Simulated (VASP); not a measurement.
# IrRu5 (P-6m2) in VASP: further runs

The runs below take IrRu5 through single point, relaxation of cell and atoms, with PBE.

Program: VASP 6.6.1. These are calculated values, not measurements. Logs are shortened: lines on timing, memory, paths and dates and some standing lists are left out, and cuts for length are marked.

### 1 The cell of the first run

It takes space group P-6m2 (No. 187, hexagonal). Conventional cell: a = 2.706 Å, b = 2.706 Å, c = 12.780 Å, α = 90.00°, β = 90.00°, γ = 120.00°. Within 3.5 Å of Ru (site symmetry 3m) lie 9 Ru at 2.64 to 2.71 Å and 3 Ir at 2.64 Å. Within 3.5 Å of Ru (site symmetry -6m2) lie 12 Ru at 2.64 to 2.71 Å. Within 3.5 Å of Ru (site symmetry 3m) lie 12 Ru at 2.64 to 2.71 Å. Within 3.5 Å of Ir (site symmetry -6m2) lie 6 Ru at 2.64 Å and 6 Ir at 2.71 Å.

### 2 Single point, PBE

INCAR

```
PREC = Accurate ; ENCUT = 520
EDIFF = 1E-6 ; ISMEAR = 0
SIGMA = 0.1 ; LREAL = F
LASPH = T ; NELM = 100
ALGO = Normal ; ISIF = 2
LWAVE = F ; LCHARG = T
GGA = PE ; LELF = T
LVHAR = T ; NBANDS = 48
```

KPOINTS

```
regular mesh
0
Gamma
  6 6 2
```

POSCAR

```
IrRu5
1.0
    2.7064543400      0.0000000000      0.0000000000
   -1.3532271700      2.3438582100      0.0000000000
    0.0000000000      0.0000000000     12.7797440000
Ru Ir
5 1
Direct
    0.3333333300      0.6666666700      0.8333333300
    0.3333333300      0.6666666700      0.1666666700
    0.3333333300      0.6666666700      0.5000000000
    0.6666666700      0.3333333300      0.3333333300
    0.6666666700      0.3333333300      0.6666666700
    0.6666666700      0.3333333300      0.0000000000
```

Potentials or basis: VASP PAW PBE potentials, release 64 (Ru_pv, Ir).

Launch:

```console
$ cat potpaw_PBE.64/Ru_pv/POTCAR potpaw_PBE.64/Ir/POTCAR > POTCAR
$ mpirun -np 1 vasp_std > vasp.out
```

OUTCAR:

```text
PREC = Accurate
   ENCUT = 520
   EDIFF = 1E-6
   ISMEAR = 0
   LREAL = F
   LASPH = T
   NELM = 100
   ISIF = 2
   GGA = PE

 ion  position               nearest neighbor table
   1  0.333  0.667  0.833-   5 2.64   5 2.64   5 2.64   6 2.64   6 2.64   6 2.64
   2  0.333  0.667  0.167-   4 2.64   4 2.64   4 2.64   6 2.64   6 2.64   6 2.64
   3  0.333  0.667  0.500-   4 2.64   5 2.64   4 2.64   5 2.64   4 2.64   5 2.64
   4  0.667  0.333  0.333-   2 2.64   2 2.64   2 2.64   3 2.64   3 2.64   3 2.64
   5  0.667  0.333  0.667-   1 2.64   1 2.64   1 2.64   3 2.64   3 2.64   3 2.64
   6  0.667  0.333  0.000-   1 2.64   2 2.64   1 2.64   2 2.64   1 2.64   2 2.64

  LATTYP: Found a hexagonal cell.
 ALAT       =     2.7064543400
 C/A-ratio  =     4.7219507128

  Lattice vectors:

 A1 = (   2.7064543400,   0.0000000000,   0.0000000000)
 A2 = (  -1.3532271700,   2.3438582100,   0.0000000000)
 A3 = (   0.0000000000,   0.0000000000,  12.7797440000)

Analysis of symmetry for initial positions (statically):
=====================================================================
 Subroutine PRICEL returns:
 Original cell was already a primitive cell.

 Routine SETGRP: Setting up the symmetry group for a
 hexagonal supercell.

 Subroutine GETGRP returns: Found 12 space group operations
 (whereof 12 operations were pure point group operations)
 out of a pool of 24 trial point group operations.

The static configuration has the point symmetry D_3h.

Analysis of symmetry for dynamics (positions and initial velocities):
=====================================================================
 Subroutine PRICEL returns:
 Original cell was already a primitive cell.

 Routine SETGRP: Setting up the symmetry group for a
 hexagonal supercell.

 Subroutine GETGRP returns: Found 12 space group operations
 (whereof 12 operations were pure point group operations)
 out of a pool of 24 trial point group operations.

The dynamic configuration has the point symmetry D_3h.

 Subroutine INISYM returns: Found 12 space group operations
 (whereof 12 operations are pure point group operations),
 and found     1 'primitive' translations

----------------------------------------------------------------------------------------

                                     Primitive cell

  volume of cell :      81.0689

  direct lattice vectors                    reciprocal lattice vectors
     2.706454340  0.000000000  0.000000000     0.369487113  0.213323484  0.000000000
    -1.353227170  2.343858210  0.000000000     0.000000000  0.426646969  0.000000000
     0.000000000  0.000000000 12.779744000     0.000000000  0.000000000  0.078248829

  length of vectors
     2.706454340  2.706454338 12.779744000     0.426646968  0.426646969  0.078248829

  position of ions in fractional coordinates (direct lattice)
     0.333333330  0.666666670  0.833333330
     0.333333330  0.666666670  0.166666670
     0.333333330  0.666666670  0.500000000
     0.666666670  0.333333330  0.333333330
     0.666666670  0.333333330  0.666666670
     0.666666670  0.333333330  0.000000000

  ion indices of the primitive-cell ions
   primitive index   ion index
                 1           1
                 2           2
                 3           3
                 4           4
                 5           5
                 6           6

----------------------------------------------------------------------------------------

 KPOINTS: regular mesh

Automatic generation of k-mesh.
 Grid dimensions read from file:
 generate k-points for:    6    6    2

 Generating k-lattice:

  Cartesian coordinates                     Fractional coordinates (reciprocal lattice)
     0.061581185  0.035553914  0.000000000     0.166666667  0.000000000  0.000000000
     0.000000000  0.071107828  0.000000000     0.000000000  0.166666667  0.000000000
     0.000000000  0.000000000  0.039124414     0.000000000  0.000000000  0.500000000

  Length of vectors
     0.071107828  0.071107828  0.039124414

  Shift w.r.t. Gamma in fractional coordinates (k-lattice)
     0.000000000  0.000000000  0.000000000

 Subroutine IBZKPT returns following result:
 ===========================================

 Found     14 irreducible k-points:

 Following reciprocal coordinates:
            Coordinates               Weight
  0.000000  0.000000  0.000000      1.000000
  0.166667 -0.000000  0.000000      6.000000
  0.333333 -0.000000  0.000000      6.000000
  0.500000  0.000000  0.000000      3.000000
  0.166667  0.166667  0.000000      6.000000
  0.333333  0.166667  0.000000     12.000000
  0.333333  0.333333  0.000000      2.000000
  0.000000  0.000000  0.500000      1.000000
  0.166667 -0.000000  0.500000      6.000000
  0.333333 -0.000000  0.500000      6.000000
  0.500000  0.000000  0.500000      3.000000
  0.166667  0.166667  0.500000      6.000000
  0.333333  0.166667  0.500000     12.000000
  0.333333  0.333333  0.500000      2.000000
   k-points           NKPTS =     14   k-points in BZ     NKDIM =     14   number of bands    NBANDS=     48
   number of dos      NEDOS =    301   number of ions     NIONS =      6
   total plane-waves  NPLWV =  38400
   dimension x,y,z NGX =    20 NGY =   20 NGZ =   96
   dimension x,y,z NGXF=    40 NGYF=   40 NGZF=  192
   ions per type =               5   1
   NGX,Y,Z   is equivalent  to a cutoff of  12.29, 12.29, 12.49 a.u.
   NGXF,Y,Z  is equivalent  to a cutoff of  24.57, 24.57, 24.98 a.u.
 SYSTEM =  unknown system
   PREC   = accura    normal or accurate (medium, high low for compatibility)
   ISTART =      0    job   : 0-new  1-cont  2-samecut
   ICHARG =      2    charge: 1-file 2-atom 10-const
   ISPIN  =      1    spin polarized calculation?
   LNONCOLLINEAR =      F non collinear calculations
   LSORBIT =      F    spin-orbit coupling
   LASPH  =      T    aspherical Exc in radial PAW
   ENCUT  =  520.0 eV  38.22 Ry    6.18 a.u.   5.03  5.03 23.76*2*pi/ulx,y,z
   NELM   =    100;   NELMIN=  2; NELMDL= -5     # of ELM steps
   EDIFF  = 0.1E-05   stopping-criterion for ELM
   LREAL  =      F    real-space projection
   EDIFFG = 0.1E-04   stopping-criterion for IOM
   NSW    =      0    number of steps for IOM
   IBRION =     -1    ionic relax: 0-MD 1-quasi-New 2-CG
   NFREE  =      0    steps in history (QN), initial steepest desc. (CG)
   ISIF   =      2    stress and relaxation
   ISYM   =      2    0-nonsym 1-usesym 2-fastsym
   POTIM  = 0.5000    time-step for ionic-motion
   TEBEG  =    0.0;   TEEND  =   0.0 temperature during run
   PSTRESS=    0.0 pullay stress
   NELECT =      79.0000    total number of electrons
   NUPDOWN=      -1.0000    fix difference up-down
   EMIN   =  10.00;   EMAX   =-10.00  energy-range for DOS
   EFERMI =   0.00;   METHOD = LEGACY
   ISMEAR =     0;   SIGMA  =   0.10  broadening in eV -4-tet -1-fermi 0-gaus
   EFERMI_NEDOS =   21; number of points for ismear=-14 and -15
   IALGO  =     38    algorithm
   IMIX   =      4    mixing-type and parameters
     AMIX     =   0.40;   BMIX     =  1.00
     AMIX_MAG =   1.60;   BMIX_MAG =  1.00
  volume/ion in A,a.u.               =      13.51        91.18
  Fermi-wavevector in a.u.,A,eV,Ry     =   1.623052  3.067124 35.841802  2.634298
  Thomas-Fermi vector in A             =   2.716565
   LORBIT       =      0    0 simple, 1 ext, 2 COOP (PROOUT), +10 PAW based schemes
   GGA     = PE    functional components
   LHFCALC =     F    Hartree Fock is set to
   AEXX    =    0.0000 exact exchange contribution
   IVDW    =     0    specifies the selected vdW correction
   LEPSILON=     F    determine dielectric tensor
   LRPA    =     F    only Hartree local field effects (RPA)
 non-spin polarized calculation
 Gauss-broadening in eV      SIGMA  =   0.10
  energy-cutoff  :      520.00
  volume of cell :       81.07
 maximum number of plane-waves:      2208
 NGX is ok and might be reduce to    20
   NGX =  9   NGY =  9   NGZ = 47

 number of electron      79.0000011 magnetization

 Free energy of the ion-electron system (eV)
  ---------------------------------------------------
  ext. energy  EPLUGINS =         0.00000000
  ---------------------------------------------------
  free energy    TOTEN  =       -54.86285856 eV

  energy without entropy =      -54.82158741  energy(sigma->0) =      -54.84222299

 E-fermi :  12.8673     XC(G=0): -14.1703

 val. band max:       12.8637431756   @ k =   0.3333  -0.0000   0.5000
 cond. band min:      12.8850869947   @ k =   0.0000   0.0000   0.5000
 fundamental gap:      0.0213438190
 Fermi energy:        12.8673431192

 k-point     1 :       0.0000    0.0000    0.0000
  band No.  band energies     occupation
      1     -31.0005      2.00000
      2     -30.8359      2.00000
      3     -30.5505      2.00000
      4     -30.2408      2.00000
      5     -30.1166      2.00000
      6     -30.1166      2.00000
[... 40 lines left out ...]
     47      13.6126      0.00000
     48      13.6126      0.00000

 k-point     2 :       0.1667   -0.0000    0.0000
  band No.  band energies     occupation
      1     -30.9234      2.00000
      2     -30.7983      2.00000
      3     -30.5792      2.00000
      4     -30.3696      2.00000
      5     -30.2865      2.00000
      6     -30.2830      2.00000
[... 40 lines left out ...]
     47      13.6646      0.00000
     48      14.0492      0.00000

 k-point     3 :       0.3333   -0.0000    0.0000
  band No.  band energies     occupation
      1     -30.8273      2.00000
      2     -30.8172      2.00000
      3     -30.7437      2.00000
      4     -30.7095      2.00000
      5     -30.5846      2.00000
      6     -30.5840      2.00000
[... 40 lines left out ...]
     47      13.8486      0.00000
     48      14.3967      0.00000

 k-point     4 :       0.5000    0.0000    0.0000
  band No.  band energies     occupation
      1     -30.9458      2.00000
      2     -30.9448      2.00000
      3     -30.8875      2.00000
      4     -30.8476      2.00000
      5     -30.7334      2.00000
      6     -30.5370      2.00000
[... 448 lines left out ...]
     47      14.1825      0.00000
     48      14.5420      0.00000

 k-point    13 :       0.3333    0.1667    0.5000
  band No.  band energies     occupation
      1     -30.8613      2.00000
      2     -30.8543      2.00000
      3     -30.7902      2.00000
      4     -30.7781      2.00000
      5     -30.6764      2.00000
      6     -30.5433      2.00000
[... 40 lines left out ...]
     47      16.4660      0.00000
     48      17.1950      0.00000

 k-point    14 :       0.3333    0.3333    0.5000
  band No.  band energies     occupation
      1     -30.7841      2.00000
      2     -30.7783      2.00000
      3     -30.7115      2.00000
      4     -30.6946      2.00000
      5     -30.6820      2.00000
      6     -30.6617      2.00000
[... 40 lines left out ...]
     47      19.8152      0.00000
     48      19.9920      0.00000

------------------------ aborting loop because EDIFF is reached ----------------------------------------

  FORCE on cell =-STRESS in cart. coord.  units (eV):
  Direction    XX          YY          ZZ          XY          YZ          ZX
  --------------------------------------------------------------------------------------
  -------------------------------------------------------------------------------------
  Total        6.2580426      6.2580426      3.2702827      0.0000000      0.0000000     -0.0000000
  in kB      123.6786974    123.6786971     64.6311206      0.0000000      0.0000000     -0.0000000
  external PRESSURE =     103.9961717 kB  Pullay stress =       0.0000000 kB

 VOLUME and BASIS-vectors are now :
 -----------------------------------------------------------------------------
  energy-cutoff  :      520.00
  volume of cell :       81.07
      direct lattice vectors                 reciprocal lattice vectors
     2.706454340  0.000000000  0.000000000     0.369487113  0.213323484  0.000000000
    -1.353227170  2.343858210  0.000000000     0.000000000  0.426646969  0.000000000
     0.000000000  0.000000000 12.779744000     0.000000000  0.000000000  0.078248829

 POSITION                                       TOTAL-FORCE (eV/Angst)
 -----------------------------------------------------------------------------------
     -0.00000      1.56257     10.64979         0.000000     -0.000000     -0.651434
     -0.00000      1.56257      2.12996         0.000000     -0.000000      0.651434
     -0.00000      1.56257      6.38987        -0.000000      0.000000      0.000000
      1.35323      0.78129      4.25991         0.000000     -0.000000     -0.162499
      1.35323      0.78129      8.51983         0.000000     -0.000000      0.162499
      1.35323      0.78129      0.00000         0.000000     -0.000000      0.000000
 -----------------------------------------------------------------------------------
    total drift:                                0.000012     -0.000007      0.000000

  FREE ENERGIE OF THE ION-ELECTRON SYSTEM (eV)
  ---------------------------------------------------
  free  energy   TOTEN  =       -54.8628585630 eV

  energy  without entropy=      -54.8215874130  energy(sigma->0) =      -54.84222299
```

Wall time 82 s (1 thread of Intel Xeon 6975P-C (Granite Rapids), shared host); peak memory 0.21 GiB.

Results:

| Item | Value |
| --- | --- |
| Free energy | -54.8629 eV |
| Pressure | 10.4 GPa |
| Largest force | 0.651 eV/Å |
| Band gap on the k mesh | zero (an odd number of electrons rules out a gap without spin polarisation) |

Forces on the atoms (eV/Å):
```
Ru   0.000  0.000 -0.651
Ru   0.000  0.000  0.651
Ru   0.000  0.000  0.000
Ru   0.000  0.000 -0.162
Ru   0.000  0.000  0.162
Ir   0.000  0.000  0.000
```

Stress tensor (GPa, compression positive):
```
12.37  0.00  0.00
 0.00 12.37  0.00
 0.00  0.00  6.46
```

Caveat: the k points lie up to 0.45 Å⁻¹ apart, too coarse for converged energies and pressures of a metal; spin-orbit coupling is left out, which moves the levels of the heavy elements.

(Continued in part 2 of 3.)
